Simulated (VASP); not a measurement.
Write the native input for VASP 6.6.1 that does the following.

| Item | Value |
| --- | --- |
| Task | single point |
| Functional | r2SCAN |
| Potentials or basis | VASP PAW PBE potentials, release 64 (Te, Mo_sv) |
| Cutoff | 520 eV |
| k mesh | 12 × 12 × 2 |
| Occupations | gaussian, width 0.02 eV |
| Spin | no spin polarisation |
| Dipole correction | no |
| Further INCAR settings | ALGO = Normal; EDIFF = 1e-06; NBANDS = 35 |

Crystal: Te2Mo.

```
Te Mo
1.0
     3.55698    0.00000    0.00000
    -1.77849    3.08043    0.00000
     0.00000    0.00000   15.21176
Te Mo
4 2
Direct
  0.33333 0.66667 0.63115
  0.66667 0.33333 0.13115
  0.33333 0.66667 0.86885
  0.66667 0.33333 0.36885
  0.33333 0.66667 0.25000
  0.66667 0.33333 0.75000
```

One way to write it, as run:

POSCAR

```
Te2Mo
1.0
    3.5569773737      0.0000000000      0.0000000000
   -1.7784886868      3.0804327663      0.0000000000
    0.0000000000      0.0000000000     15.2117621431
Te Mo
4 2
Direct
    0.3333333333      0.6666666667      0.6311544443
    0.6666666667      0.3333333333      0.1311544443
    0.3333333333      0.6666666667      0.8688455557
    0.6666666667      0.3333333333      0.3688455557
    0.3333333333      0.6666666667      0.2500000000
    0.6666666667      0.3333333333      0.7500000000
```

INCAR.step1

```
SYSTEM = Te2Mo
ALGO = Normal ; EDIFF = 1E-4
ENCUT = 520 ; GGA = PE
ISMEAR = 0 ; LASPH = .TRUE.
LCHARG = .FALSE. ; LREAL = .FALSE.
LWAVE = .TRUE. ; NBANDS = 35
NELM = 100 ; PREC = Accurate
SIGMA = 0.02
```

INCAR.step2

```
SYSTEM = Te2Mo
ALGO = Normal ; EDIFF = 1E-6
ENCUT = 520 ; ISIF = 2
ISMEAR = 0 ; ISTART = 1
LASPH = .TRUE. ; LCHARG = .FALSE.
LMIXTAU = .TRUE. ; LREAL = .FALSE.
LWAVE = .FALSE. ; METAGGA = R2SCAN
NBANDS = 35 ; NELM = 100
PREC = Accurate ; SIGMA = 0.02
```

KPOINTS

```
k-points
0
G
  12 12 2
  0 0 0
```

Potentials or basis: VASP PAW PBE potentials, release 64 (Te, Mo_sv).

The run is started by

```console
$ cat potpaw_PBE.64/Te/POTCAR potpaw_PBE.64/Mo_sv/POTCAR > POTCAR
$ cp INCAR.step1 INCAR
$ mpirun -np 1 vasp_std > vasp.out
$ cp INCAR.step2 INCAR
$ mpirun -np 1 vasp_std > vasp.out
```

Results of the run:

| Item | Value |
| --- | --- |
| Pressure | -0.7 GPa |
| Largest force | 0.176 eV/Å |
| Band gap on the k mesh | 1.11 eV, indirect (the least direct gap lies 2.4 meV higher) |

Caveat: the PAW data sets were made with another functional, which shifts forces and pressure a little; spin-orbit coupling is left out, which moves the levels of the heavy elements.

It took 21 min on 1 thread of AMD EPYC 7R13, with other jobs on the host, peak memory 0.41 GiB.
